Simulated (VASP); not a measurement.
# HfN (I4/mmm) in VASP: a series of runs

HfN is run at these levels: PBEsol; tasks: single point.

Program: VASP 6.6.1. These are calculated values, not measurements. Logs are shortened: lines on timing, memory, paths and dates and some standing lists are left out, and cuts for length are marked.

## (1) The cell of the first run

Symmetry: I4/mmm, No. 139, tetragonal system. The conventional cell has a = 3.195 Å, b = 3.195 Å, c = 4.473 Å, α = 90.00°, β = 90.00°, γ = 90.00°. Within 3.0 Å of Hf (site symmetry 4/mmm) lie 6 N at 2.24 to 2.26 Å. Within 3.0 Å of N (site symmetry 4/mmm) lie 6 Hf at 2.24 to 2.26 Å.

## (2) Single point, PBEsol (zz strain of -1 %)

INCAR

```
PREC     = Accurate       # precision mode
ENCUT    = 600            # plane-wave cutoff, eV
EDIFF    = 1E-6           # SCF threshold, eV
ISMEAR   = -1             # smearing method
SIGMA    = 0.01           # smearing width, eV
LREAL    = F              # projectors in reciprocal space
LASPH    = T              # aspherical terms in the spheres
NELM     = 120            # most SCF steps
ALGO     = Normal         # electronic algorithm
ISIF     = 2              # what is computed and relaxed
LWAVE    = F              # write WAVECAR
LCHARG   = F              # write CHGCAR
GGA      = PS             # functional
NBANDS   = 14             # bands
GGA_COMPAT= F
```

KPOINTS

```
Automatic mesh
0
Gamma
  10 10 10
```

POSCAR

```
HfN
1.0
    0.0000000000      2.2590000000      2.2364100000
    2.2590000000      0.0000000000      2.2364100000
    2.2590000000      2.2590000000      0.0000000000
Hf N
1 1
Direct
    0.0000000000      0.0000000000      0.0000000000
    0.5000000000      0.5000000000      0.5000000000
```

Potentials or basis: VASP PAW PBE potentials, release 64 (Hf_pv, N).

Command:

```
$ cat potpaw_PBE.64/Hf_pv/POTCAR potpaw_PBE.64/N/POTCAR > POTCAR
$ mpirun -np 1 vasp_std > vasp.out
```

OUTCAR:

```text
PREC = Accurate
   ENCUT = 600
   EDIFF = 1E-6
   ISMEAR = -1
   LREAL = F
   LASPH = T
   NELM = 120
   ISIF = 2
   GGA = PS

 ion  position               nearest neighbor table
   1  0.000  0.000  0.000-   2 2.24   2 2.24   2 2.26   2 2.26   2 2.26   2 2.26
   2  0.500  0.500  0.500-   1 2.24   1 2.24   1 2.26   1 2.26   1 2.26   1 2.26

  LATTYP: Found a body centered tetragonal cell.
 ALAT       =     3.1947084374
 C/A-ratio  =     1.4000714267

  Lattice vectors:

 A1 = (   0.0000000000,  -2.2590000000,  -2.2364100000)
 A2 = (   0.0000000000,   2.2590000000,  -2.2364100000)
 A3 = (   2.2590000000,   0.0000000000,   2.2364100000)

Analysis of symmetry for initial positions (statically):
=====================================================================
 Subroutine PRICEL returns:
 Original cell was already a primitive cell.

 Routine SETGRP: Setting up the symmetry group for a
 body centered tetragonal supercell.

 Subroutine GETGRP returns: Found 16 space group operations
 (whereof 16 operations were pure point group operations)
 out of a pool of 16 trial point group operations.

The static configuration has the point symmetry D_4h.

Analysis of symmetry for dynamics (positions and initial velocities):
=====================================================================
 Subroutine PRICEL returns:
 Original cell was already a primitive cell.

 Routine SETGRP: Setting up the symmetry group for a
 body centered tetragonal supercell.

 Subroutine GETGRP returns: Found 16 space group operations
 (whereof 16 operations were pure point group operations)
 out of a pool of 16 trial point group operations.

The dynamic configuration has the point symmetry D_4h.

 Subroutine INISYM returns: Found 16 space group operations
 (whereof 16 operations are pure point group operations),
 and found     1 'primitive' translations

----------------------------------------------------------------------------------------

                                     Primitive cell

  volume of cell :      22.8252

  direct lattice vectors                    reciprocal lattice vectors
     0.000000000  2.259000000  2.236410000    -0.221336875  0.221336875  0.223572601
     2.259000000  0.000000000  2.236410000     0.221336875 -0.221336875  0.223572601
     2.259000000  2.259000000  0.000000000     0.221336875  0.221336875 -0.223572601

  length of vectors
     3.178775029  3.178775029  3.194708437     0.384661841  0.384661841  0.384661841

  position of ions in fractional coordinates (direct lattice)
     0.000000000  0.000000000  0.000000000
     0.500000000  0.500000000  0.500000000

  ion indices of the primitive-cell ions
   primitive index   ion index
                 1           1
                 2           2

----------------------------------------------------------------------------------------

 KPOINTS: Automatic mesh

Automatic generation of k-mesh.
 Grid dimensions read from file:
 generate k-points for:   10   10   10

 Generating k-lattice:

  Cartesian coordinates                     Fractional coordinates (reciprocal lattice)
    -0.022133687  0.022133687  0.022357260     0.100000000  0.000000000  0.000000000
     0.022133687 -0.022133687  0.022357260     0.000000000  0.100000000  0.000000000
     0.022133687  0.022133687 -0.022357260    -0.000000000 -0.000000000  0.100000000

  Length of vectors
     0.038466184  0.038466184  0.038466184

  Shift w.r.t. Gamma in fractional coordinates (k-lattice)
     0.000000000  0.000000000  0.000000000

 Subroutine IBZKPT returns following result:
 ===========================================

 Found    102 irreducible k-points:

 Following reciprocal coordinates:
            Coordinates               Weight
  0.000000  0.000000  0.000000      1.000000
  0.100000  0.000000  0.000000      8.000000
  0.200000  0.000000  0.000000      8.000000
  0.300000  0.000000  0.000000      8.000000
  0.400000 -0.000000  0.000000      8.000000
  0.500000  0.000000  0.000000      4.000000
[... 16 lines left out ...]
  0.300000  0.300000  0.000000      2.000000
  0.400000  0.300000  0.000000      8.000000
 [... further k-points ...]
   k-points           NKPTS =    102   k-points in BZ     NKDIM =    102   number of bands    NBANDS=     14
   number of dos      NEDOS =    301   number of ions     NIONS =      2
   total plane-waves  NPLWV =  21952
   dimension x,y,z NGX =    28 NGY =   28 NGZ =   28
   dimension x,y,z NGXF=    56 NGYF=   56 NGZF=   56
   ions per type =               1   1
   NGX,Y,Z   is equivalent  to a cutoff of  14.64, 14.64, 14.57 a.u.
   NGXF,Y,Z  is equivalent  to a cutoff of  29.29, 29.29, 29.14 a.u.
 SYSTEM =  unknown system
   PREC   = accura    normal or accurate (medium, high low for compatibility)
   ISTART =      0    job   : 0-new  1-cont  2-samecut
   ICHARG =      2    charge: 1-file 2-atom 10-const
   ISPIN  =      1    spin polarized calculation?
   LNONCOLLINEAR =      F non collinear calculations
   LSORBIT =      F    spin-orbit coupling
   LASPH  =      T    aspherical Exc in radial PAW
   ENCUT  =  600.0 eV  44.10 Ry    6.64 a.u.   6.35  6.35  6.38*2*pi/ulx,y,z
   NELM   =    120;   NELMIN=  2; NELMDL= -5     # of ELM steps
   EDIFF  = 0.1E-05   stopping-criterion for ELM
   LREAL  =      F    real-space projection
   EDIFFG = 0.1E-04   stopping-criterion for IOM
   NSW    =      0    number of steps for IOM
   IBRION =     -1    ionic relax: 0-MD 1-quasi-New 2-CG
   NFREE  =      0    steps in history (QN), initial steepest desc. (CG)
   ISIF   =      2    stress and relaxation
   ISYM   =      2    0-nonsym 1-usesym 2-fastsym
   POTIM  = 0.5000    time-step for ionic-motion
   TEBEG  =    0.0;   TEEND  =   0.0 temperature during run
   PSTRESS=    0.0 pullay stress
   NELECT =      15.0000    total number of electrons
   NUPDOWN=      -1.0000    fix difference up-down
   EMIN   =  10.00;   EMAX   =-10.00  energy-range for DOS
   EFERMI =   0.00;   METHOD = LEGACY
   ISMEAR =    -1;   SIGMA  =   0.01  broadening in eV -4-tet -1-fermi 0-gaus
   EFERMI_NEDOS =   21; number of points for ismear=-14 and -15
   IALGO  =     38    algorithm
   IMIX   =      4    mixing-type and parameters
     AMIX     =   0.40;   BMIX     =  1.00
     AMIX_MAG =   1.60;   BMIX_MAG =  1.00
  volume/ion in A,a.u.               =      11.41        77.02
  Fermi-wavevector in a.u.,A,eV,Ry     =   1.423314  2.689673 27.562979  2.025822
  Thomas-Fermi vector in A             =   2.543924
   LORBIT       =      0    0 simple, 1 ext, 2 COOP (PROOUT), +10 PAW based schemes
   GGA     = PS    functional components
   LHFCALC =     F    Hartree Fock is set to
   AEXX    =    0.0000 exact exchange contribution
   IVDW    =     0    specifies the selected vdW correction
   LEPSILON=     F    determine dielectric tensor
   LRPA    =     F    only Hartree local field effects (RPA)
 non-spin polarized calculation
  energy-cutoff  :      600.00
  volume of cell :       22.83
 maximum number of plane-waves:       775
 NGX is ok and might be reduce to    28
   NGX = 13   NGY = 13   NGZ = 13

 number of electron      15.0000002 magnetization

 Free energy of the ion-electron system (eV)
  ---------------------------------------------------
  ext. energy  EPLUGINS =         0.00000000
  ---------------------------------------------------
  free energy    TOTEN  =       -22.98422697 eV

  energy without entropy =      -22.98378853  energy(sigma->0) =      -22.98400775

 E-fermi :   8.3184     XC(G=0): -12.9462

 val. band max:        8.2999669509   @ k =  -0.4000  -0.0000   0.3000
 cond. band min:       8.3249696349   @ k =  -0.1000   0.1000   0.0000
 fundamental gap:      0.0250026840
 Fermi energy:         8.3183673558

 k-point     1 :       0.0000    0.0000    0.0000
  band No.  band energies     occupation
      1     -22.7286      2.00000
      2     -22.7286      2.00000
      3     -22.7181      2.00000
      4      -9.2164      2.00000
      5       5.2675      2.00000
      6       5.2675      2.00000
      7       5.3216      2.00000
      8       7.8768      2.00000
      9       7.8768      2.00000
     10       7.9898      2.00000
     11      10.0602      0.00000
     12      10.1826      0.00000
     13      10.4721      0.00000
     14      17.8530      0.00000

 k-point     2 :       0.1000    0.0000    0.0000
  band No.  band energies     occupation
      1     -22.8314      2.00000
      2     -22.7381      2.00000
      3     -22.7295      2.00000
      4      -8.9800      2.00000
      5       4.3477      2.00000
      6       4.7080      2.00000
      7       4.7465      2.00000
      8       8.1400      2.00000
      9       8.2174      1.99992
     10       8.2882      1.90660
     11      10.7854      0.00000
     12      10.9330      0.00000
     13      11.2096      0.00000
     14      18.6318      0.00000

 k-point     3 :       0.2000    0.0000    0.0000
  band No.  band energies     occupation
      1     -23.0977      2.00000
      2     -22.7627      2.00000
      3     -22.7506      2.00000
      4      -8.3449      2.00000
      5       2.6561      2.00000
      6       3.6966      2.00000
      7       3.7268      2.00000
      8       8.5445      0.00000
      9       9.0598      0.00000
     10       9.0919      0.00000
     11      12.2863      0.00000
     12      12.6217      0.00000
     13      12.8711      0.00000
     14      20.4905      0.00000
[... 324 lines left out ...]
 k-point    23 :       0.3000    0.3000    0.0000
  band No.  band energies     occupation
      1     -23.3175      2.00000
      2     -22.9480      2.00000
      3     -22.9480      2.00000
      4      -7.8492      2.00000
      5       1.4303      2.00000
      6       4.3806      2.00000
      7       4.3806      2.00000
      8       5.3127      2.00000
      9      11.5349      0.00000
     10      12.0269      0.00000
     11      12.5053      0.00000
     12      12.5053      0.00000
     13      17.6071      0.00000
     14      20.5768      0.00000

 k-point    24 :       0.4000    0.3000    0.0000
  band No.  band energies     occupation
      1     -23.4325      2.00000
      2     -23.0096      2.00000
      3     -22.9829      2.00000
      4      -7.7520      2.00000
      5       1.6751      2.00000
      6       3.6369      2.00000
      7       4.1295      2.00000
      8       5.7547      2.00000
      9      12.3924      0.00000
     10      12.9202      0.00000
     11      13.1598      0.00000
     12      13.1889      0.00000
     13      17.7296      0.00000
     14      19.7836      0.00000

 [... further k-points ...]
[... 5 lines left out ...]
  --------------------------------------------------------------------------------------
  -------------------------------------------------------------------------------------
  Total       -0.5779952     -0.5779952      0.1092782      0.0000000      0.0000000     -0.0000000
  in kB      -40.5714859    -40.5714859      7.6706184      0.0000000      0.0000000     -0.0000000
  external PRESSURE =     -24.4907845 kB  Pullay stress =       0.0000000 kB

 VOLUME and BASIS-vectors are now :
 -----------------------------------------------------------------------------
  energy-cutoff  :      600.00
  volume of cell :       22.83
      direct lattice vectors                 reciprocal lattice vectors
     0.000000000  2.259000000  2.236410000    -0.221336875  0.221336875  0.223572601
     2.259000000  0.000000000  2.236410000     0.221336875 -0.221336875  0.223572601
     2.259000000  2.259000000  0.000000000     0.221336875  0.221336875 -0.223572601

 POSITION                                       TOTAL-FORCE (eV/Angst)
 -----------------------------------------------------------------------------------
      0.00000      0.00000      0.00000         0.000000      0.000000     -0.000000
      2.25900      2.25900      2.23641         0.000000      0.000000      0.000000
 -----------------------------------------------------------------------------------
    total drift:                                0.000000      0.000000      0.000000

  FREE ENERGIE OF THE ION-ELECTRON SYSTEM (eV)
  ---------------------------------------------------
  free  energy   TOTEN  =       -22.9842269696 eV

  energy  without entropy=      -22.9837885257  energy(sigma->0) =      -22.98400775
```

It took 36 s on 1 thread of Intel Xeon Platinum 8259CL at 2.50GHz (Skylake/Cascade Lake), shared host; peak memory 0.19 GiB.

What came out:

```yaml
Free_energy: -22.9842 eV
Pressure: -2.4 GPa
```

Caveat: the cell differs from its parent crystal (zz strain of -1 %); the PAW data sets were made with another functional, which shifts forces and pressure a little; spin-orbit coupling is left out, which moves the levels of the heavy elements.

## (3) Single point, PBEsol (zz strain of +2 %)

INCAR

```
PREC = Accurate
ENCUT = 600
EDIFF = 1E-6
ISMEAR = -1
SIGMA = 0.01
LREAL = False
LASPH = True
NELM = 120
ALGO = Normal
ISIF = 2
LWAVE = False
LCHARG = True
GGA = PS
LELF = True
LVHAR = True
NBANDS = 14
GGA_COMPAT = False
```

KPOINTS

```
regular mesh
0
Gamma
  10 10 10
```

POSCAR

```
HfN
1.0
    0.0000000000      2.2590000000      2.3041800000
    2.2590000000      0.0000000000      2.3041800000
    2.2590000000      2.2590000000      0.0000000000
Hf N
1 1
Direct
    0.0000000000      0.0000000000      0.0000000000
    0.5000000000      0.5000000000      0.5000000000
```

Potentials or basis: VASP PAW PBE potentials, release 64 (Hf_pv, N).

Command:

```
$ cat potpaw_PBE.64/Hf_pv/POTCAR potpaw_PBE.64/N/POTCAR > POTCAR
$ mpirun -np 1 vasp_std > vasp.out
```

It took 35 s on 1 thread of Intel Xeon Platinum 8259CL at 2.50GHz (Skylake/Cascade Lake), shared host; peak memory 0.19 GiB.

Results (log left out):

- Free energy: -22.9526 eV
- Pressure: -10.2 GPa

Stress tensor (GPa, compression positive):
```
 -7.80   0.00   0.00
  0.00  -7.80   0.00
  0.00   0.00 -14.90
```

Levels at points of the mesh, in eV from the Fermi level:
```tsv
k point	band 4	band 5	band 6	band 7	band 8	band 9	band 10	band 11	band 12	band 13
(0.00, 0.00, 0.00)	-17.36	-3.06	-2.97	-2.97	-0.54	-0.32	-0.32	1.29	2.01	2.02
(0.50, 0.00, 0.00)	-14.69	-8.82	-6.12	-6.11	3.17	3.52	3.66	4.26	8.34	8.84
(0.50, 0.50, 0.00)	-16.27	-5.56	-3.75	-3.62	-3.62	3.95	5.36	5.36	5.36	7.52
(0.50, 0.00, 0.50)	-16.25	-5.36	-3.80	-3.75	-3.67	3.91	5.22	5.39	5.51	7.73
```

Caveat: the cell differs from its parent crystal (zz strain of +2 %); the PAW data sets were made with another functional, which shifts forces and pressure a little; spin-orbit coupling is left out, which moves the levels of the heavy elements.

## (4) Single point, PBEsol (equal xx and yy strain of +1 %)

INCAR

```
PREC = Accurate ; ENCUT = 600
EDIFF = 1E-6 ; ISMEAR = -1
SIGMA = 0.01 ; LREAL = False
LASPH = True ; NELM = 120
ALGO = Normal ; ISIF = 2
LWAVE = False ; LCHARG = False
GGA = PS ; NBANDS = 14
GGA_COMPAT = False
```

KPOINTS is that of step 3.

POSCAR

```
HfN
1.0
    0.0000000000      2.2815900000      2.2590000000
    2.2815900000      0.0000000000      2.2590000000
    2.2815900000      2.2815900000      0.0000000000
Hf N
1 1
Direct
    0.0000000000      0.0000000000      0.0000000000
    0.5000000000      0.5000000000      0.5000000000
```

Command:

```
$ cat potpaw_PBE.64/Hf_pv/POTCAR potpaw_PBE.64/N/POTCAR > POTCAR
$ mpirun -np 1 vasp_std > vasp.out
```

Wall time 36 s (1 thread of Intel Xeon Platinum 8259CL at 2.50GHz (Skylake/Cascade Lake), shared host); peak memory 0.19 GiB.

The run converged. Its results:

- Free energy: -22.9571 eV
- Pressure: -10.3 GPa

Stress tensor (GPa, compression positive):
```
-11.73   0.00   0.00
  0.00 -11.73   0.00
  0.00   0.00  -7.59
```

Levels at points of the mesh, in eV from the Fermi level:
```csv
k point,band 5,band 6,band 7,band 8,band 9,band 10,band 11,band 12
"(0.00, 0.00, 0.00)",-3.01,-3.01,-2.96,-0.42,-0.42,-0.31,1.51,1.80
"(0.50, 0.00, 0.00)",-8.82,-6.11,-6.10,3.18,3.56,3.62,4.27,8.49
"(0.50, 0.50, 0.00)",-5.35,-3.80,-3.71,-3.71,3.96,5.34,5.37,5.37
"(0.50, 0.00, 0.50)",-5.46,-3.77,-3.69,-3.64,3.94,5.30,5.37,5.44
```

Caveat: the cell differs from its parent crystal (equal xx and yy strain of +1 %); the PAW data sets were made with another functional, which shifts forces and pressure a little; spin-orbit coupling is left out, which moves the levels of the heavy elements.

## (5) Single point, PBEsol (equal xx and yy strain of +2 %)

INCAR

```
SYSTEM = HfN
PREC = Accurate
ENCUT = 600
EDIFF = 1E-6
ISMEAR = -1
SIGMA = 0.01
LREAL = .False.
LASPH = .True.
NELM = 120
ALGO = Normal
ISIF = 2
LWAVE = .False.
LCHARG = .True.
GGA = PS
LELF = .True.
LVHAR = .True.
NBANDS = 14
GGA_COMPAT = .False.
```

KPOINTS

```
Automatic mesh
0
Gamma
  10 10 10
  0 0 0
```

POSCAR

```
HfN
1.0
    0.0000000000      2.3041800000      2.2590000000
    2.3041800000      0.0000000000      2.2590000000
    2.3041800000      2.3041800000      0.0000000000
Hf N
1 1
Direct
    0.0000000000      0.0000000000      0.0000000000
    0.5000000000      0.5000000000      0.5000000000
```

Command:

```
$ cat potpaw_PBE.64/Hf_pv/POTCAR potpaw_PBE.64/N/POTCAR > POTCAR
$ mpirun -np 1 vasp_std > vasp.out
```

Run time: 37 s. Hardware: 1 thread of Intel Xeon Platinum 8259CL at 2.50GHz (Skylake/Cascade Lake), shared host; peak memory 0.18 GiB.

Results (log left out):

| Item | Value |
| --- | --- |
| Free energy | -22.9157 eV |
| Pressure | -14.8 GPa |

Stress tensor (GPa, compression positive):
```
-16.99   0.00   0.00
  0.00 -16.99   0.00
  0.00   0.00 -10.51
```

Levels at points of the mesh, in eV from the Fermi level:
```csv
k point,band 6,band 7,band 8,band 9,band 10,band 11
"(0.00, 0.00, 0.00)",-3.00,-2.91,-0.45,-0.45,-0.24,1.24
"(0.50, 0.00, 0.00)",-6.02,-6.01,3.08,3.43,3.56,4.16
"(0.50, 0.50, 0.00)",-3.73,-3.73,-3.73,3.85,5.10,5.22
"(0.50, 0.00, 0.50)",-3.68,-3.68,-3.59,3.80,5.08,5.19
```

Caveat: the cell differs from its parent crystal (equal xx and yy strain of +2 %); the PAW data sets were made with another functional, which shifts forces and pressure a little; spin-orbit coupling is left out, which moves the levels of the heavy elements.

## (6) Summary

```csv
cell,gap on the mesh (eV),pressure (GPa)
"a = 3.179, b = 3.179, c = 3.195 Å, angles 59.8, 59.8, 60.3°, 2 atoms",none,-2.4
"a = 3.227, b = 3.227, c = 3.195 Å, angles 60.3, 60.3, 59.3°, 2 atoms",none,-10.2
"a = 3.211, b = 3.211, c = 3.227 Å, angles 59.8, 59.8, 60.3°, 2 atoms",none,-10.3
"a = 3.227, b = 3.227, c = 3.259 Å, angles 59.7, 59.7, 60.7°, 2 atoms",none,-14.8
```

Alike in all rows: task single point; level PBEsol; potentials or basis VASP PAW PBE potentials, release 64 (Hf_pv, N); no spin polarisation; k mesh 10 × 10 × 10; cutoff (eV) 600; smearing fermi-dirac 0.01 eV.

Caveats: the PAW data sets were made with another functional, which shifts forces and pressure a little; spin-orbit coupling is left out, which moves the levels of the heavy elements.

Absolute energies hang on the potentials; compare differences alone.
